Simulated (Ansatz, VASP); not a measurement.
**MoS2: VASP beside Ansatz**

```
Mo S
1.0
     3.04223    0.00000    0.00000
    -1.52112    2.88294    0.00000
     0.00000    0.00000   14.51045
Mo S
2 4
Direct
  0.33333 0.66667 0.25000
  0.66667 0.33333 0.75000
  0.33333 0.66667 0.64232
  0.66667 0.33333 0.14232
  0.33333 0.66667 0.85768
  0.66667 0.33333 0.35768
```

Change from the starting cell: strain -0.0450 x Voigt [1, -1, 0, 0, 0, 0], atoms carried along.

Alike in both runs: task single point; functional PBE; k mesh 12 × 12 × 2; occupations gaussian, width 0.05 eV; no spin polarisation.

|  | VASP | Ansatz |
| --- | --- | --- |
| version | VASP 6.6.1 | Ansatz 0.2.0 |
| potentials or method | VASP PAW PBE potentials, release 64 (Mo_sv, S), cutoff 520 eV | scalar-relativistic, plane waves, PAW |
| valence electrons in the cell | 52 | 52 |

|  | VASP | Ansatz | Ansatz less VASP |
| --- | --- | --- | --- |
| gap on the k mesh at the Fermi level (eV) | 1.49 | 1.48 | -0.013 |
| least direct gap on the mesh (eV) | 1.64 | 1.64 | -0.004 |
| pressure (GPa) | 0.7 | 0.8 | +0.11 |
| traceless stress, the component that is largest in VASP (GPa) | 7.21 | 7.18 | -0.023 |
| rms of the force components (eV/Å) | 0.177 | 0.178 | +0.0015 |

Atom by atom the forces differ by 0.006 eV/Å (rms over components).
